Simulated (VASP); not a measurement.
Wanted: the native input for a VASP 6.6.1 run.

| Quantity | Value |
| --- | --- |
| Task | single point |
| Functional | PBE |
| Dispersion | D3(BJ) |
| Potentials or basis | VASP PAW PBE potentials, release 64 (Pb_d, Se) |
| Cutoff | 520 eV |
| k mesh | 10 × 10 × 10 |
| Occupations | gaussian, width 0.03 eV |
| Spin | no spin polarisation |
| Dipole correction | no |
| Further INCAR settings | ALGO = Normal; EDIFF = 1e-06; NBANDS = 17 |

The structure of PbSe lies in POSCAR:

```
PbSe
1.0
    0.0000000000      3.0658178068      3.2169626247
    3.0658178068      0.0000000000      3.2169626247
    3.0658178068      3.0658178068      0.0000000000
Pb Se
1 1
Direct
    0.0000000000      0.0000000000      0.0000000000
    0.5000000000      0.5000000000      0.5000000000
```

This cell differs from its parent crystal: volume 30.237 Å^3 an atom, c/a of the conventional cell 1.0493.

The input as run:

INCAR

```
SYSTEM = PbSe
  PREC = Accurate
  ENCUT = 520
  EDIFF = 1E-6
  ISMEAR = 0
  SIGMA = 0.03
  LREAL = .FALSE.
  LASPH = .TRUE.
  NELM = 100
  ALGO = Normal
  ISIF = 2
  LWAVE = .FALSE.
  LCHARG = .FALSE.
  GGA = PE
  IVDW = 12
  NBANDS = 17
```

KPOINTS

```
regular mesh
0
G
  10 10 10
  0 0 0
```

Potentials or basis: VASP PAW PBE potentials, release 64 (Pb_d, Se).

Command:

```bash
$ cat potpaw_PBE.64/Pb_d/POTCAR potpaw_PBE.64/Se/POTCAR > POTCAR
$ mpirun -np 1 vasp_std > vasp.out
```

Results of the run:

The pressure is -1.8 GPa, the band gap on the k mesh is 0.40 eV, direct and the dispersion energy per atom is -0.349 eV.

Caveat: spin-orbit coupling is left out, which moves the levels of the heavy elements.

Run time: 38 s on 1 thread of AMD EPYC 9R45 96-Core Processor (Zen 5), with other jobs on the host, peak memory 0.24 GiB.
